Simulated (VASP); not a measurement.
AgCl:

```
CELL_PARAMETERS angstrom
3.46418 0.00000 0.00000
0.00000 3.39559 0.00000
0.00000 0.00000 3.39559
ATOMIC_POSITIONS crystal
Ag 0.00000 0.00000 0.00000
Cl 0.50000 0.50000 0.50000
```

This cell differs from its parent crystal: uniaxial x strain +2.0%.

Base run:

```yaml
Program: VASP 6.6.1
Functional: PBE
Potentials_or_basis: VASP PAW PBE potentials, release 64 (Ag, Cl)
Cutoff: 520 eV
k_mesh: 8 × 8 × 8
Occupations: fermi-dirac, width 0.02 eV
Spin: no spin polarisation
```

Its results: band gap on the k mesh 0.56 eV (least direct gap 2.06 eV); pressure 0.4 GPa.

Q: The run is repeated on the same cell with these changes: functional from PBE to r2SCAN; occupations from fermi-dirac, width 0.02 eV to gaussian, width 0.01 eV. What comes out?

A: Band gap on the k mesh 1.15 eV (least direct gap 2.71 eV); pressure -1.2 GPa.

Caveats: the PAW data sets were made with another functional, which shifts forces and pressure a little (at least some runs).

A k mesh can miss the band edges.
